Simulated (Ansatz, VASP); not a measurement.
## One calculation of Ga4SbP3, two programs

The input POSCAR:

```
Ga4SbP3
1.0
    5.6236637155      0.0000000000      0.0000000000
    0.0000000000      5.6236637155      0.0000000000
    0.0000000000      0.0000000000      5.6236637155
P Ga Sb
3 4 1
Direct
    0.5000000000      0.0000000000      0.0000000000
    0.0000000000      0.5000000000      0.0000000000
    0.0000000000      0.0000000000      0.5000000000
    0.2377313489      0.7622686511      0.7622686511
    0.7622686511      0.2377313489      0.7622686511
    0.7622686511      0.7622686511      0.2377313489
    0.2377313489      0.2377313489      0.2377313489
    0.5000000000      0.5000000000      0.5000000000
```

Contents of INCAR.step1:

```
SYSTEM = Ga4SbP3
PREC = Accurate
ENCUT = 520
ISMEAR = 0
SIGMA = 0.01
LREAL = .False.
LASPH = .True.
NELM = 80
NBANDS = 46
GGA = PE
ALGO = Normal
EDIFF = 1E-4
LWAVE = .True.
LCHARG = .False.
```

The input INCAR.step2:

```
SYSTEM = Ga4SbP3
PREC = Accurate
ENCUT = 520
EDIFF = 1E-6
ISMEAR = 0
SIGMA = 0.01
LREAL = .False.
LASPH = .True.
NELM = 80
ALGO = Normal
ISIF = 2
LWAVE = .False.
LCHARG = .False.
METAGGA = R2SCAN
LMIXTAU = .True.
NBANDS = 46
ISTART = 1
```

File KPOINTS:

```
Automatic mesh
0
Gamma
  4 4 4
  0 0 0
```

Input for Ansatz:

```yaml
crystal:
  lattice:
    - [5.6236637155, 0.0, 0.0]
    - [0.0, 5.6236637155, 0.0]
    - [0.0, 0.0, 5.6236637155]
  atoms:
    - { symbol: P, position: [0.5, 0.0, 0.0] }
    - { symbol: Ga, position: [0.2377313489, 0.7622686511, 0.7622686511] }
    - { symbol: P, position: [0.0, 0.5, 0.0] }
    - { symbol: Ga, position: [0.7622686511, 0.2377313489, 0.7622686511] }
    - { symbol: P, position: [0.0, 0.0, 0.5] }
    - { symbol: Ga, position: [0.7622686511, 0.7622686511, 0.2377313489] }
    - { symbol: Sb, position: [0.5, 0.5, 0.5] }
    - { symbol: Ga, position: [0.2377313489, 0.2377313489, 0.2377313489] }
kpoints:
  mp_grid: { grid: [4, 4, 4] }
  band_path:
    path: [[0.0, 0.0, 0.0], [0.0, 0.5, 0.0], [0.5, 0.5, 0.0], [0.5, 0.5, 0.5]]
    npoints: 1
hamiltonian:
  xc: r2scan
scf:
  occupations: { method: fixed }
  n_extra_bands: 6
output:
  forces: true
  stress: true
  eigenvalues: true
```

Alike in both runs: task single point; functional r2SCAN; k mesh 4 × 4 × 4; no spin polarisation.

```csv
,VASP,Ansatz
version,VASP 6.6.1,Ansatz 0.2.0
potentials or method,"VASP PAW PBE potentials, release 64 (P, Ga_d, Sb)","plane waves, PAW"
plane-wave cutoff (eV),520,500
occupations,"gaussian, width 0.01 eV",fixed
valence electrons in the cell,72,82
```

```csv
,VASP,Ansatz,Ansatz less VASP
gap on the k mesh at the Fermi level (eV),0.73,0.74,+0.013
pressure (GPa),0.0,0.0,0.00
rms of the force components (eV/Å),0.007,0.000,-0.0070
```

VASP's potentials were made for PBE, not for r2SCAN. VASP's potentials hold 72 valence electrons a cell and Ansatz's 82, so a difference there can come from the potentials and not from the codes.

Neither program's run includes spin-orbit coupling.
